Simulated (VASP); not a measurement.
SrCl2:

```xyz
3
Lattice="0.0000 3.4884 3.4884 3.4884 0.0000 3.4884 3.4884 3.4884 0.0000" Properties=species:S:1:pos:R:3 pbc="T T T"
Sr    0.0000    0.0000    0.0000
Cl    1.7442    1.7442    1.7442
Cl    5.2325    5.2325    5.2325
```

Program: VASP 6.6.1. Alike in all runs: task single point; potentials or basis VASP PAW PBE potentials, release 64 (Sr_sv, Cl); no spin polarisation; cell as given; k mesh 5 × 5 × 5, shifted; cutoff (eV) 500; smearing gaussian 0.01 eV.

Order these runs on this cell by their band gap on the k mesh, lowest first.
A. level BLYP
B. level PBEsol
C. level revPBE

B (5.46 eV), A (5.70 eV), C (5.91 eV).

Caveats: a shifted mesh leaves out Γ, where band edges can lie.

A k mesh can miss the band edges.
